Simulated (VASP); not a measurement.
# TiO (P-62m) in VASP: notebook

Runs on TiO. Level: r2SCAN. Tasks: single point.

All numbers are computed with VASP 6.6.1; they aren't measurements. Logs are shortened: lines on timing, memory, paths and dates and some standing lists are left out, and cuts for length are marked.

**1. The cell of the first run**

Symmetry: P-62m, No. 189, hexagonal system. Conventional cell: a = 4.686 Å, b = 4.686 Å, c = 3.236 Å, α = 90.00°, β = 90.00°, γ = 120.00°. Within 2.9 Å of Ti (site symmetry -6) lie 6 O at 2.17 Å and 3 Ti at 2.71 Å. Within 2.5 Å of Ti (site symmetry -62m) lie 3 O at 1.85 Å. O (site symmetry m2m) has 5 Ti at 1.85 to 2.17 Å and 4 O at 2.50 Å within 2.5 Å.

**2. Single point, r2SCAN**

POSCAR reads:

```
TiO
1.0
    4.6864678931      0.0000000000      0.0000000000
   -2.3432339466      4.0586002495      0.0000000000
    0.0000000000      0.0000000000      3.2357591529
Ti O
3 3
Direct
    0.6666666667      0.3333333333      0.5000000000
    0.3333333333      0.6666666667      0.5000000000
    0.0000000000      0.0000000000      0.0000000000
    0.6057670848      0.6057670848      0.0000000000
    0.3942329152      0.0000000000      0.0000000000
    0.0000000000      0.3942329152      0.0000000000
```

INCAR.step1 reads:

```
PREC = Accurate
ENCUT = 520
ISMEAR = 0
SIGMA = 0.15
LREAL = False
LASPH = True
NELM = 80
NBANDS = 36
GGA = PE
ALGO = Normal
EDIFF = 1E-4
LWAVE = True
LCHARG = False
```

INCAR.step2 reads:

```
PREC = Accurate
ENCUT = 520
EDIFF = 1E-6
ISMEAR = 0
SIGMA = 0.15
LREAL = False
LASPH = True
NELM = 80
ALGO = Normal
ISIF = 2
LWAVE = False
LCHARG = False
METAGGA = R2SCAN
LMIXTAU = True
NBANDS = 36
ISTART = 1
```

KPOINTS reads:

```
Automatic mesh
0
Gamma
  12 12 18
```

Potentials or basis: VASP PAW PBE potentials, release 64 (Ti_sv, O).

Launch:

```sh
$ cat potpaw_PBE.64/Ti_sv/POTCAR potpaw_PBE.64/O/POTCAR > POTCAR
$ cp INCAR.step1 INCAR
$ mpirun -np 1 vasp_std > vasp.out
$ cp INCAR.step2 INCAR
$ mpirun -np 1 vasp_std > vasp.out
```

OUTCAR:

```text
PREC = Accurate
   ENCUT = 520
   EDIFF = 1E-6
   ISMEAR = 0
   LREAL = False
   LASPH = True
   NELM = 80
   ISIF = 2
   METAGGA = R2SCAN
   ISTART = 1

 ion  position               nearest neighbor table
   1  0.667  0.333  0.500-   6 2.17   6 2.17   5 2.17   5 2.17   4 2.17   4 2.17   2 2.71   2 2.71
                             2 2.71
   2  0.333  0.667  0.500-   5 2.17   5 2.17   6 2.17   6 2.17   4 2.17   4 2.17   1 2.71   1 2.71
                             1 2.71
   3  0.000  0.000  0.000-   5 1.85   4 1.85   6 1.85
   4  0.606  0.606  0.000-   3 1.85   2 2.17   2 2.17   1 2.17   1 2.17
   5  0.394  0.000  0.000-   3 1.85   2 2.17   2 2.17   1 2.17   1 2.17
   6  0.000  0.394  0.000-   3 1.85   1 2.17   1 2.17   2 2.17   2 2.17

  LATTYP: Found a hexagonal cell.
 ALAT       =     4.6864678931
 C/A-ratio  =     0.6904473106

  Lattice vectors:

 A1 = (   4.6864678931,   0.0000000000,   0.0000000000)
 A2 = (  -2.3432339466,   4.0586002495,   0.0000000000)
 A3 = (   0.0000000000,   0.0000000000,   3.2357591529)

Analysis of symmetry for initial positions (statically):
=====================================================================
 Subroutine PRICEL returns:
 Original cell was already a primitive cell.

 Routine SETGRP: Setting up the symmetry group for a
 hexagonal supercell.

 Subroutine GETGRP returns: Found 12 space group operations
 (whereof 12 operations were pure point group operations)
 out of a pool of 24 trial point group operations.

The static configuration has the point symmetry D_3h.

Analysis of symmetry for dynamics (positions and initial velocities):
=====================================================================
 Subroutine PRICEL returns:
 Original cell was already a primitive cell.

 Routine SETGRP: Setting up the symmetry group for a
 hexagonal supercell.

 Subroutine GETGRP returns: Found 12 space group operations
 (whereof 12 operations were pure point group operations)
 out of a pool of 24 trial point group operations.

The dynamic configuration has the point symmetry D_3h.

 Subroutine INISYM returns: Found 12 space group operations
 (whereof 12 operations are pure point group operations),
 and found     1 'primitive' translations

----------------------------------------------------------------------------------------

[... 100 lines left out ...]
   EDIFF  = 0.1E-05   stopping-criterion for ELM
   LREAL  =      F    real-space projection
   EDIFFG = 0.1E-04   stopping-criterion for IOM
   NSW    =      0    number of steps for IOM
   IBRION =     -1    ionic relax: 0-MD 1-quasi-New 2-CG
   NFREE  =      0    steps in history (QN), initial steepest desc. (CG)
   ISIF   =      2    stress and relaxation
   ISYM   =      2    0-nonsym 1-usesym 2-fastsym
   POTIM  = 0.5000    time-step for ionic-motion
   TEBEG  =    0.0;   TEEND  =   0.0 temperature during run
   PSTRESS=    0.0 pullay stress
   NELECT =      54.0000    total number of electrons
   NUPDOWN=      -1.0000    fix difference up-down
   EMIN   =  10.00;   EMAX   =-10.00  energy-range for DOS
   EFERMI =   0.00;   METHOD = LEGACY
   ISMEAR =     0;   SIGMA  =   0.15  broadening in eV -4-tet -1-fermi 0-gaus
   EFERMI_NEDOS =   21; number of points for ismear=-14 and -15
   IALGO  =     38    algorithm
   IMIX   =      4    mixing-type and parameters
     AMIX     =   0.40;   BMIX     =  1.00
     AMIX_MAG =   1.60;   BMIX_MAG =  1.00
  volume/ion in A,a.u.               =      10.26        69.22
  Fermi-wavevector in a.u.,A,eV,Ry     =   1.567256  2.961685 33.419889  2.456293
  Thomas-Fermi vector in A             =   2.669463
   LORBIT       =      0    0 simple, 1 ext, 2 COOP (PROOUT), +10 PAW based schemes
   METAGGA = R2SCAN    functional components
   LHFCALC =     F    Hartree Fock is set to
   AEXX    =    0.0000 exact exchange contribution
   IVDW    =     0    specifies the selected vdW correction
   LEPSILON=     F    determine dielectric tensor
   LRPA    =     F    only Hartree local field effects (RPA)
 non-spin polarized calculation
 Gauss-broadening in eV      SIGMA  =   0.15
  energy-cutoff  :      520.00
  volume of cell :       61.55
 maximum number of plane-waves:      1680
 NGX is ok and might be reduce to    36

 number of electron      54.0000006 magnetization

 Free energy of the ion-electron system (eV)
  ---------------------------------------------------
  ext. energy  EPLUGINS =         0.00000000
  ---------------------------------------------------
  free energy    TOTEN  =       -72.44678731 eV

  energy without entropy =      -72.44558998  energy(sigma->0) =      -72.44618865

 E-fermi :  10.2469     XC(G=0): -13.3252

 val. band max:       10.1092156920   @ k =   0.5000   0.0000   0.5000
 cond. band min:      10.4134215179   @ k =   0.5000   0.0000   0.1111
 fundamental gap:      0.3042058258
 Fermi energy:        10.2469457605

 k-point     1 :       0.0000    0.0000    0.0000
  band No.  band energies     occupation
      1     -49.8442      2.00000
      2     -49.7507      2.00000
      3     -49.6739      2.00000
      4     -25.3710      2.00000
      5     -25.3710      2.00000
      6     -25.2190      2.00000
[... 925 lines left out ...]
     35      13.0043      0.00000
     36      13.5424      0.00000

 [... further k-points ...]

------------------------ aborting loop because EDIFF is reached ----------------------------------------

  FORCE on cell =-STRESS in cart. coord.  units (eV):
  Direction    XX          YY          ZZ          XY          YZ          ZX
  --------------------------------------------------------------------------------------
  -------------------------------------------------------------------------------------
  Total        9.2445581      9.2445581    -11.0651809     -0.0000000      0.0000000      0.0000000
  in kB      240.6570713    240.6570713   -288.0520619     -0.0000000      0.0000000      0.0000000
  external PRESSURE =      64.4206936 kB  Pullay stress =       0.0000000 kB

 VOLUME and BASIS-vectors are now :
 -----------------------------------------------------------------------------
  energy-cutoff  :      520.00
  volume of cell :       61.55
      direct lattice vectors                 reciprocal lattice vectors
     4.686467893  0.000000000  0.000000000     0.213380316  0.123195183  0.000000000
    -2.343233947  4.058600250  0.000000000     0.000000000  0.246390366  0.000000000
     0.000000000  0.000000000  3.235759153     0.000000000  0.000000000  0.309046487

 POSITION                                       TOTAL-FORCE (eV/Angst)
 -----------------------------------------------------------------------------------
      2.34323      1.35287      1.61788        -0.000000     -0.000000      0.000000
     -0.00000      2.70573      1.61788        -0.000000     -0.000000      0.000000
      0.00000      0.00000      0.00000        -0.000000     -0.000000      0.000000
      1.41945      2.45857      0.00000        -0.464882     -0.805199      0.000000
      1.84756      0.00000      0.00000         0.929764     -0.000000     -0.000000
     -0.92378      1.60003      0.00000        -0.464882      0.805199      0.000000
 -----------------------------------------------------------------------------------
    total drift:                                0.000003      0.000005     -0.000001

  FREE ENERGIE OF THE ION-ELECTRON SYSTEM (eV)
  ---------------------------------------------------
  free  energy   TOTEN  =       -72.4467873142 eV

  energy  without entropy=      -72.4455899772  energy(sigma->0) =      -72.44618865
```

OSZICAR.step1:

```text
N       E                     dE             d eps       ncg     rms          rms(c)
DAV:   1     0.779994981121E+03    0.77999E+03   -0.27083E+04 13680   0.188E+03
DAV:   2     0.637082039152E+02   -0.71629E+03   -0.68979E+03 13864   0.564E+02
DAV:   3    -0.561602023335E+02   -0.11987E+03   -0.11731E+03 20900   0.206E+02
DAV:   4    -0.635268618907E+02   -0.73667E+01   -0.73388E+01 19832   0.508E+01
DAV:   5    -0.639094003761E+02   -0.38254E+00   -0.38238E+00 20136   0.995E+00    0.285E+01
DAV:   6    -0.527864963310E+02    0.11123E+02   -0.71819E+01 19256   0.687E+01    0.101E+01
DAV:   7    -0.527616938263E+02    0.24803E-01   -0.10756E+01 21632   0.242E+01    0.741E+00
DAV:   8    -0.526073570710E+02    0.15434E+00   -0.29149E+00 20728   0.967E+00    0.538E+00
DAV:   9    -0.525880352596E+02    0.19322E-01   -0.41700E-01 17968   0.554E+00    0.752E-01
DAV:  10    -0.525863565334E+02    0.16787E-02   -0.73388E-02 19972   0.192E+00    0.659E-01
DAV:  11    -0.525892744228E+02   -0.29179E-02   -0.57699E-03 17028   0.616E-01    0.111E-01
DAV:  12    -0.525892589982E+02    0.15425E-04   -0.13477E-03 20228   0.276E-01    0.608E-02
DAV:  13    -0.525892593895E+02   -0.39133E-06   -0.98779E-05  9884   0.964E-02
   1 F= -.52589259E+02 E0= -.52587115E+02  d E =-.428953E-02
```

It took 29 min on 1 thread of Intel Xeon 8259CL, shared host; peak memory 0.42 GiB.

What came out:

- Free energy: -72.4468 eV
- Pressure: 6.4 GPa
- Largest force: 0.930 eV/Å
- Band gap on the k mesh: 0.30 eV (least direct gap 0.41 eV)

Forces in eV/Å, atoms in the order of the input:
```
Ti   0.000  0.000  0.000
Ti   0.000  0.000  0.000
Ti   0.000  0.000  0.000
O   -0.465 -0.805  0.000
O    0.930  0.000  0.000
O   -0.465  0.805  0.000
```

Levels at points of the mesh, in eV from the valence-band top:
| k point | band 24 | band 25 | band 26 | band 27 | band 28 | band 29 | band 30 | band 31 |
| --- | --- | --- | --- | --- | --- | --- | --- | --- |
| (0.00, 0.00, 0.00) | -4.65 | -3.72 | -0.04 | -0.04 | 0.37 | 0.37 | 0.84 | 1.03 |
| (0.50, 0.00, 0.00) | -3.70 | -2.56 | -1.26 | -0.99 | 0.35 | 1.62 | 1.74 | 1.91 |
| (0.00, 0.00, 0.50) | -4.72 | -1.40 | -1.40 | -0.52 | 1.97 | 1.97 | 2.16 | 2.16 |
| (0.50, 0.00, 0.50) | -4.00 | -1.53 | -1.44 | 0.00 | 1.21 | 1.40 | 1.50 | 1.95 |

Caveat: the cell stands under pressure; the PAW data sets were made with another functional, which shifts forces and pressure a little. A k mesh can miss the band edges.

**3. Single point, r2SCAN**

This run uses another cell than the first one, of the same volume but with other edges.

POSCAR, as its differences from that of step 2:

```diff
@@ -2,5 +2,5 @@
 1.0
-    4.6864678931      0.0000000000      0.0000000000
-   -2.3432339466      4.0586002495      0.0000000000
-    0.0000000000      0.0000000000      3.2357591529
+    5.2573442984      0.0000000000      0.0000000000
+   -2.6286721492      4.5529937189      0.0000000000
+    0.0000000000      0.0000000000      2.5711927890
 Ti O
```

INCAR.step1 reads:

```
ALGO = Normal ; EDIFF = 1E-4
ENCUT = 520 ; GGA = PE
ISMEAR = 0 ; LASPH = T
LCHARG = F ; LREAL = F
LWAVE = T ; NBANDS = 36
NELM = 100 ; PREC = Accurate
SIGMA = 0.15
```

INCAR.step2 reads:

```
ALGO = Normal ; EDIFF = 1E-6
ENCUT = 520 ; ISIF = 2
ISMEAR = 0 ; ISTART = 1
LASPH = T ; LCHARG = F
LMIXTAU = T ; LREAL = F
LWAVE = F ; METAGGA = R2SCAN
NBANDS = 36 ; NELM = 100
PREC = Accurate ; SIGMA = 0.15
```

KPOINTS reads:

```
k-points
0
Gamma
  12 12 18
```

Potentials or basis: VASP PAW PBE potentials, release 64 (Ti_sv, O).

Launch:

```sh
$ cat potpaw_PBE.64/Ti_sv/POTCAR potpaw_PBE.64/O/POTCAR > POTCAR
$ cp INCAR.step1 INCAR
$ mpirun -np 1 vasp_std > vasp.out
$ cp INCAR.step2 INCAR
$ mpirun -np 1 vasp_std > vasp.out
```

Run time: 12 min. Hardware: 1 thread of Intel Xeon 6975P-C (Granite Rapids), shared host; peak memory 0.41 GiB.

It converged, with:

```
Free energy            : -72.5320 eV
Pressure               : 5.1 GPa
Largest force          : 0.446 eV/Å
Band gap on the k mesh : zero (bands 27 and 28 overlap by 1.95 eV)
```

Forces on the atoms (eV/Å):
```
Ti   0.000  0.000  0.000
Ti   0.000  0.000  0.000
Ti   0.000  0.000  0.000
O    0.223  0.387  0.000
O   -0.446  0.000  0.000
O    0.223 -0.387  0.000
```

Stress tensor (GPa, compression positive):
```
-13.23   0.00   0.00
  0.00 -13.23   0.00
  0.00   0.00  41.63
```

Levels at points of the mesh, in eV from the Fermi level:
| k point | band 25 | band 26 | band 27 | band 28 | band 29 | band 30 |
| --- | --- | --- | --- | --- | --- | --- |
| (0.00, 0.00, 0.00) | -3.19 | -1.89 | -0.94 | -0.94 | -0.32 | 1.21 |
| (0.50, 0.00, 0.00) | -2.58 | -2.52 | -2.07 | 0.76 | 1.07 | 1.19 |
| (0.00, 0.00, 0.50) | -1.86 | -1.86 | 0.98 | 0.98 | 1.03 | 1.03 |
| (0.50, 0.00, 0.50) | -1.91 | -0.80 | -0.79 | 0.65 | 0.87 | 1.74 |

Caveat: the cell stands under pressure; the PAW data sets were made with another functional, which shifts forces and pressure a little; semilocal functionals often make such compounds metallic where correlation or magnetic order opens a gap, which also shifts bond lengths.
